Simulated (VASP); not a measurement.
LaSi2, 6 atoms in the cell. It takes space group I4_1/amd (No. 141, tetragonal). The conventional cell has a = 4.388 Å, b = 4.388 Å, c = 13.610 Å, α = 90.00°, β = 90.00°, γ = 90.00°. La (site symmetry -4m2) has 12 Si at 3.13 to 3.32 Å and 4 La at 4.05 Å within 4.1 Å. Within 3.4 Å of Si (site symmetry 2mm) lie 3 Si at 2.33 to 2.44 Å and 6 La at 3.13 to 3.32 Å. 

```yaml
Program: VASP 6.6.1
Task: single point
Functional: r2SCAN
Dispersion: rVV10
Potentials_or_basis: VASP PAW PBE potentials, release 64 (La, Si)
Cutoff: 520 eV
k_mesh: 6 × 6 × 6
Occupations: gaussian, width 0.1 eV
Spin: no spin polarisation
Dipole_correction: no
Further_INCAR_settings: ALGO = Normal; EDIFF = 1e-06; NBANDS = 28
```

Potentials or basis: VASP PAW PBE potentials, release 64 (La, Si).

Command:

```sh
$ cat potpaw_PBE.64/La/POTCAR potpaw_PBE.64/Si/POTCAR > POTCAR
$ cp INCAR.step1 INCAR
$ mpirun -np 1 vasp_std > vasp.out
$ cp INCAR.step2 INCAR
$ mpirun -np 1 vasp_std > vasp.out
```

Hardware: 1 thread of Intel(R) Xeon(R) Platinum 8259CL CPU @ 2.50GHz (Skylake/Cascade Lake), on a shared host.

**Question.** How long does it take, and how much memory?

**Answer.** It took 23 min on 1 thread of Intel(R) Xeon(R) Platinum 8259CL CPU @ 2.50GHz (Skylake/Cascade Lake) (shared host), peak memory 1.1 GiB. Counts: k points 30.
